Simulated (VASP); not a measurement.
# MgH2 (P4_2/mnm) in VASP: a series of runs, part 2 of 2

VASP 6.6.1. Earlier steps stand in the parts before.

### 5 Single point, HSE06

This run uses another cell than the first one, of 10.05 Å³/atom, 0.978 times its volume.

File POSCAR:

```
MgH2
1.0
    4.4849452995      0.0000000000      0.0000000000
    0.0000000000      4.4849452995      0.0000000000
    0.0000000000      0.0000000000      2.9964065034
Mg H
2 4
Direct
    0.0000000000      0.0000000000      0.0000000000
    0.5000000000      0.5000000000      0.5000000000
    0.3046827735      0.3046827735      0.0000000000
    0.1953172265      0.8046827735      0.5000000000
    0.6953172265      0.6953172265      0.0000000000
    0.8046827735      0.1953172265      0.5000000000
```

File INCAR.step1:

```
PREC     = Accurate       # precision mode
ENCUT    = 520            # plane-wave cutoff, eV
EDIFF    = 1E-5           # SCF threshold, eV
ISMEAR   = 0              # smearing method
SIGMA    = 0.01           # smearing width, eV
LREAL    = F              # projectors in reciprocal space
LASPH    = T              # aspherical terms in the spheres
NELM     = 80             # most SCF steps
ALGO     = Normal         # electronic algorithm
ISIF     = 2              # what is computed and relaxed
LWAVE    = T              # write WAVECAR
NBANDS   = 13             # bands
GGA      = PE             # functional
```

File INCAR.step2:

```
PREC     = Accurate       # precision mode
ENCUT    = 520            # plane-wave cutoff, eV
EDIFF    = 1E-6           # SCF threshold, eV
ISMEAR   = 0              # smearing method
SIGMA    = 0.01           # smearing width, eV
LREAL    = F              # projectors in reciprocal space
LASPH    = T              # aspherical terms in the spheres
NELM     = 80             # most SCF steps
ALGO     = Normal         # electronic algorithm
ISIF     = 2              # what is computed and relaxed
LWAVE    = F              # write WAVECAR
LCHARG   = T              # write CHGCAR
GGA      = PE             # functional
LHFCALC  = T              # exact exchange
HFSCREEN = 0.2079         # screening, 1/A
PRECFOCK = Fast         
LELF     = T              # ELF
LVHAR    = T            
NBANDS   = 13             # bands
ISTART   = 1
```

File KPOINTS:

```
regular mesh
0
Gamma
  4 4 6
```

On the command line:

```sh
cat potpaw_PBE.64/Mg/POTCAR potpaw_PBE.64/H/POTCAR > POTCAR
cp INCAR.step1 INCAR
mpirun -np 1 vasp_std > vasp.out
cp INCAR.step2 INCAR
mpirun -np 1 vasp_std > vasp.out
```

It took 5.3 min on 1 thread of Oxide Virtual Turin-like, shared host; peak memory 0.25 GiB.

It converged, with:

- Free energy: -20.0156 eV
- Pressure: -0.2 GPa
- Largest force: 0.008 eV/Å
- Band gap on the k mesh: 5.04 eV, indirect (least direct gap 5.87 eV)

Forces in eV/Å, atoms in the order of the input:
```
Mg   0.000  0.000  0.000
Mg   0.000  0.000  0.000
H   -0.006 -0.006  0.000
H    0.006 -0.006  0.000
H    0.006  0.006  0.000
H   -0.006  0.006  0.000
```

Levels at points of the mesh, in eV from the valence-band top:
```tsv
k point	band 2	band 3	band 4	band 5	band 6	band 7
(0.00, 0.00, 0.00)	-1.59	-1.59	-0.39	5.77	6.27	10.58
(0.50, 0.00, 0.00)	-5.32	-0.54	-0.54	6.52	6.52	11.52
(0.50, 0.50, 0.00)	-4.10	-2.99	-2.99	10.57	10.57	10.60
(0.00, 0.00, 0.50)	-3.29	-0.06	-0.06	7.68	7.68	8.08
(0.50, 0.00, 0.50)	-2.49	-1.11	-1.11	6.36	6.36	8.11
(0.50, 0.50, 0.50)	-2.07	-1.03	-1.03	5.04	5.04	5.25
```

Caveat: the PAW data sets were made with another functional, which shifts forces and pressure a little. A k mesh can miss the band edges.

### 6 Single point, PBE0

This run uses another cell than the first one, of 10.05 Å³/atom, 0.978 times its volume.

POSCAR is that of step 5.

File INCAR.step1:

```
PREC = Accurate ; ENCUT = 520
EDIFF = 1E-5 ; ISMEAR = 0
SIGMA = 0.01 ; LREAL = False
LASPH = True ; NELM = 60
ALGO = Normal ; ISIF = 2
LWAVE = True ; LCHARG = False
NBANDS = 13 ; GGA = PE
```

File INCAR.step2:

```
PREC = Accurate ; ENCUT = 520
EDIFF = 1E-6 ; ISMEAR = 0
SIGMA = 0.01 ; LREAL = False
LASPH = True ; NELM = 60
ALGO = Normal ; ISIF = 2
LWAVE = False ; LCHARG = False
GGA = PE ; LHFCALC = True
AEXX = 0.25 ; PRECFOCK = Fast
NBANDS = 13 ; ISTART = 1
```

KPOINTS is that of step 5.

Potentials or basis: VASP PAW PBE potentials, release 64 (Mg, H).

On the command line:

```sh
cat potpaw_PBE.64/Mg/POTCAR potpaw_PBE.64/H/POTCAR > POTCAR
cp INCAR.step1 INCAR
mpirun -np 1 vasp_std > vasp.out
cp INCAR.step2 INCAR
mpirun -np 1 vasp_std > vasp.out
```

OUTCAR:

```text
PREC = Accurate
   ENCUT = 520
   EDIFF = 1E-6
   ISMEAR = 0
   LREAL = False
   LASPH = True
   NELM = 60
   ISIF = 2
   GGA = PE
   LHFCALC = True
   AEXX = 0.25
   PRECFOCK = Fast
   ISTART = 1

 ion  position               nearest neighbor table
   1  0.000  0.000  0.000-   3 1.93   5 1.93   4 1.94   6 1.94   4 1.94   6 1.94   2 3.51   2 3.51
                             2 3.51   2 3.51   2 3.51   2 3.51   2 3.51   2 3.51
   2  0.500  0.500  0.500-   4 1.93   6 1.93   5 1.94   3 1.94   3 1.94   5 1.94   1 3.51   1 3.51
                             1 3.51   1 3.51   1 3.51   1 3.51   1 3.51   1 3.51
   3  0.305  0.305  0.000-   1 1.93   2 1.94   2 1.94
   4  0.195  0.805  0.500-   2 1.93   1 1.94   1 1.94
   5  0.695  0.695  0.000-   1 1.93   2 1.94   2 1.94
   6  0.805  0.195  0.500-   2 1.93   1 1.94   1 1.94

  LATTYP: Found a simple tetragonal cell.
 ALAT       =     4.4849452995
 C/A-ratio  =     0.6681032439

  Lattice vectors:

 A1 = (   4.4849452995,   0.0000000000,   0.0000000000)
 A2 = (   0.0000000000,   4.4849452995,   0.0000000000)
 A3 = (   0.0000000000,   0.0000000000,   2.9964065034)

Analysis of symmetry for initial positions (statically):
=====================================================================
 Subroutine PRICEL returns:
 Original cell was already a primitive cell.

 Routine SETGRP: Setting up the symmetry group for a
 simple tetragonal supercell.

 Subroutine GETGRP returns: Found 16 space group operations
 (whereof  8 operations were pure point group operations)
 out of a pool of 16 trial point group operations.

The static configuration has the point symmetry D_2h.
 The point group associated with its full space group is D_4h.

Analysis of symmetry for dynamics (positions and initial velocities):
=====================================================================
 Subroutine PRICEL returns:
 Original cell was already a primitive cell.

 Routine SETGRP: Setting up the symmetry group for a
 simple tetragonal supercell.

 Subroutine GETGRP returns: Found 16 space group operations
 (whereof  8 operations were pure point group operations)
 out of a pool of 16 trial point group operations.

The dynamic configuration has the point symmetry D_2h.
 The point group associated with its full space group is D_4h.

 Subroutine INISYM returns: Found 16 space group operations
 (whereof  8 operations are pure point group operations),
 and found     1 'primitive' translations

----------------------------------------------------------------------------------------

                                     Primitive cell

  volume of cell :      60.2719

  direct lattice vectors                    reciprocal lattice vectors
     4.484945299  0.000000000  0.000000000     0.222968160  0.000000000  0.000000000
     0.000000000  4.484945299  0.000000000     0.000000000  0.222968160  0.000000000
     0.000000000  0.000000000  2.996406503     0.000000000  0.000000000  0.333733090

  length of vectors
     4.484945299  4.484945299  2.996406503     0.222968160  0.222968160  0.333733090

  position of ions in fractional coordinates (direct lattice)
     0.000000000  0.000000000  0.000000000
     0.500000000  0.500000000  0.500000000
     0.304682773  0.304682773  0.000000000
     0.195317227  0.804682773  0.500000000
     0.695317227  0.695317227  0.000000000
     0.804682773  0.195317227  0.500000000

[... 76 lines left out ...]
   LASPH  =      T    aspherical Exc in radial PAW
   ENCUT  =  520.0 eV  38.22 Ry    6.18 a.u.   8.34  8.34  5.57*2*pi/ulx,y,z
   NELM   =     60;   NELMIN=  2; NELMDL=  0     # of ELM steps
   EDIFF  = 0.1E-05   stopping-criterion for ELM
   LREAL  =      F    real-space projection
   EDIFFG = 0.1E-04   stopping-criterion for IOM
   NSW    =      0    number of steps for IOM
   IBRION =     -1    ionic relax: 0-MD 1-quasi-New 2-CG
   NFREE  =      0    steps in history (QN), initial steepest desc. (CG)
   ISIF   =      2    stress and relaxation
   ISYM   =      3    0-nonsym 1-usesym 2-fastsym
   POTIM  = 0.5000    time-step for ionic-motion
   TEBEG  =    0.0;   TEEND  =   0.0 temperature during run
   PSTRESS=    0.0 pullay stress
   NELECT =       8.0000    total number of electrons
   NUPDOWN=      -1.0000    fix difference up-down
   EMIN   =  10.00;   EMAX   =-10.00  energy-range for DOS
   EFERMI =   0.00;   METHOD = LEGACY
   ISMEAR =     0;   SIGMA  =   0.01  broadening in eV -4-tet -1-fermi 0-gaus
   EFERMI_NEDOS =   21; number of points for ismear=-14 and -15
   IALGO  =     38    algorithm
   IMIX   =      1    mixing-type and parameters
     AMIX     =   0.40;   BMIX     =  1.00
     AMIX_MAG =   1.60;   BMIX_MAG =  1.00
  volume/ion in A,a.u.               =      10.05        67.79
  Fermi-wavevector in a.u.,A,eV,Ry     =   0.835090  1.578091  9.488361  0.697375
  Thomas-Fermi vector in A             =   1.948590
   LORBIT       =      0    0 simple, 1 ext, 2 COOP (PROOUT), +10 PAW based schemes
   GGA     = PE    functional components
   LHFCALC =     T    Hartree Fock is set to
   PRECFOCK=fast      Normal, Fast or Accurate (Low or Medium for compatibility)
   ENCUT4O =  -1.0   cutoff for four orbital integrals eV
   NKREDX  =     1    reduce k-point grid by
   NKREDY  =     1    reduce k-point grid by
   NKREDZ  =     1    reduce k-point grid by
   AEXX    =    0.2500 exact exchange contribution
   HFSCREEN=    0.0000 screening length (either q_TF or 0.3 A-1)
   HFSCREENC=   0.0000 screening length for correlation (either q_TF or 0.3 A-1)
   ENCUTFOCK=  -1.0 apply spherical cutoff to Coloumb kernel
   IVDW    =     0    specifies the selected vdW correction
   LEPSILON=     F    determine dielectric tensor
   LRPA    =     F    only Hartree local field effects (RPA)
 non-spin polarized calculation
 Gauss-broadening in eV      SIGMA  =   0.01
  energy-cutoff  :      520.00
  volume of cell :       60.27
 maximum number of plane-waves:      1648
 NGX is ok and might be reduce to    36
  NGX = 20; NGY = 20; NGZ = 14

 number of electron       8.0000002 magnetization

 Free energy of the ion-electron system (eV)
  ---------------------------------------------------
  ext. energy  EPLUGINS =         0.00000000
  ---------------------------------------------------
  free energy    TOTEN  =       -20.73518694 eV

  energy without entropy =      -20.73518694  energy(sigma->0) =      -20.73518694

 E-fermi :  -1.6039     XC(G=0):  -6.7101

 val. band max:       -1.6984291829   @ k =   0.2500   0.0000   0.0000
 cond. band min:       4.0953581037   @ k =   0.5000   0.5000   0.5000
 fundamental gap:      5.7937872866
 Fermi energy:        -1.6038878421

 k-point     1 :       0.0000    0.0000    0.0000
  band No.  band energies     occupation
      1      -8.8904      2.00000
      2      -3.3018      2.00000
      3      -3.3018      2.00000
      4      -2.0974      2.00000
      5       4.7988      0.00000
      6       5.3332      0.00000
      7       9.6532      0.00000
      8       9.6532      0.00000
      9      11.4871      0.00000
     10      11.9057      0.00000
     11      12.8328      0.00000
     12      15.9252      0.00000
     13      15.9252      0.00000
[... 354 lines left out ...]
  band No.  band energies     occupation
      1      -3.7766      2.00000
      2      -3.7766      2.00000
      3      -2.7336      2.00000
      4      -2.7336      2.00000
      5       4.0954      0.00000
      6       4.0954      0.00000
      7       4.2888      0.00000
      8       4.2888      0.00000
      9      13.7491      0.00000
     10      13.7491      0.00000
     11      15.1224      0.00000
     12      15.1224      0.00000
     13      17.0480      0.00000

------------------------ aborting loop because EDIFF is reached ----------------------------------------

  FORCE on cell =-STRESS in cart. coord.  units (eV):
  Direction    XX          YY          ZZ          XY          YZ          ZX
  --------------------------------------------------------------------------------------
  -------------------------------------------------------------------------------------
  Total       -0.0683046     -0.0683046     -0.0720026      0.0000000      0.0000000      0.0000000
  in kB       -1.8157063     -1.8157063     -1.9140082      0.0000000      0.0000000      0.0000000
  external PRESSURE =      -1.8484736 kB  Pullay stress =       0.0000000 kB

 VOLUME and BASIS-vectors are now :
 -----------------------------------------------------------------------------
  energy-cutoff  :      520.00
  volume of cell :       60.27
      direct lattice vectors                 reciprocal lattice vectors
     4.484945299  0.000000000  0.000000000     0.222968160  0.000000000  0.000000000
     0.000000000  4.484945299  0.000000000     0.000000000  0.222968160  0.000000000
     0.000000000  0.000000000  2.996406503     0.000000000  0.000000000  0.333733090

 POSITION                                       TOTAL-FORCE (eV/Angst)
 -----------------------------------------------------------------------------------
      0.00000      0.00000      0.00000         0.000000     -0.000000      0.000000
      2.24247      2.24247      1.49820         0.000000     -0.000000      0.000000
      1.36649      1.36649      0.00000        -0.006167     -0.006167     -0.000000
      0.87599      3.60896      1.49820         0.006167     -0.006167      0.000000
      3.11846      3.11846      0.00000         0.006167      0.006167      0.000000
      3.60896      0.87599      1.49820        -0.006167      0.006167     -0.000000
 -----------------------------------------------------------------------------------
    total drift:                                0.000000      0.000000      0.000000

  FREE ENERGIE OF THE ION-ELECTRON SYSTEM (eV)
  ---------------------------------------------------
  free  energy   TOTEN  =       -20.7351869409 eV

  energy  without entropy=      -20.7351869409  energy(sigma->0) =      -20.73518694
```

Run time: 4.8 min. Hardware: 1 thread of Oxide Virtual Turin-like, shared host; peak memory 0.16 GiB.

Results:

```
Free energy            : -20.7352 eV
Pressure               : -0.2 GPa
Largest force          : 0.009 eV/Å
Band gap on the k mesh : 5.79 eV, indirect (least direct gap 6.62 eV)
```

Forces on the atoms (eV/Å):
```
Mg   0.000  0.000  0.000
Mg   0.000  0.000  0.000
H   -0.006 -0.006  0.000
H    0.006 -0.006  0.000
H    0.006  0.006  0.000
H   -0.006  0.006  0.000
```

Levels at points of the mesh, in eV from the valence-band top:
```tsv
k point	band 2	band 3	band 4	band 5	band 6	band 7
(0.00, 0.00, 0.00)	-1.60	-1.60	-0.40	6.50	7.03	11.35
(0.50, 0.00, 0.00)	-5.37	-0.54	-0.54	7.26	7.26	12.29
(0.50, 0.50, 0.00)	-4.14	-3.03	-3.03	11.35	11.35	11.37
(0.00, 0.00, 0.50)	-3.33	-0.06	-0.06	8.45	8.45	8.84
(0.50, 0.00, 0.50)	-2.51	-1.13	-1.13	7.12	7.12	8.87
(0.50, 0.50, 0.50)	-2.08	-1.04	-1.04	5.79	5.79	5.99
```

Caveat: the PAW data sets were made with another functional, which shifts forces and pressure a little. A k mesh can miss the band edges.

### 7 Summary

| task | level | cell | k mesh | cutoff (eV) | smearing | grid for exact exchange (PRECFOCK) | screening parameter | gap on the mesh (eV) | pressure (GPa) | relaxed volume (Å³/atom) | largest force (eV/Å) |
| --- | --- | --- | --- | --- | --- | --- | --- | --- | --- | --- | --- |
| relaxation of cell and atoms | PBE | relaxed from a = 4.517, b = 4.517, c = 3.021 Å, 6 atoms | 6 × 6 × 8 | 600 | fermi-dirac 0.02 eV | - | - | 3.81 | 0.1 | 10.19 | - |
| single point | r2SCANh | a = 4.485, b = 4.485, c = 2.996 Å, 6 atoms | 4 × 4 × 6 | 520 | gaussian 0.01 eV | Fast | - | 5.25 | -0.6 | - | - |
| relaxation of cell and atoms | r2SCAN | relaxed from a = 4.518, b = 4.518, c = 3.012 Å, 6 atoms | 6 × 6 × 8 | 600 | fermi-dirac 0.02 eV | - | - | 4.48 | 0.0 | 9.98 | - |
| single point | HSE06 | a = 4.485, b = 4.485, c = 2.996 Å, 6 atoms | 4 × 4 × 6 | 520 | gaussian 0.01 eV | Fast | 0.2079 1/Å | 5.04 | -0.2 | - | 0.01 |
| single point | PBE0 | a = 4.485, b = 4.485, c = 2.996 Å, 6 atoms | 4 × 4 × 6 | 520 | gaussian 0.01 eV | Fast | - | 5.79 | -0.2 | - | 0.01 |

Alike in all rows: potentials or basis VASP PAW PBE potentials, release 64 (Mg, H); no spin polarisation.

Caveats: the PAW data sets were made with another functional, which shifts forces and pressure a little (some runs).

Total energies depend on the potentials used, so only differences within one code and one set of settings carry meaning.
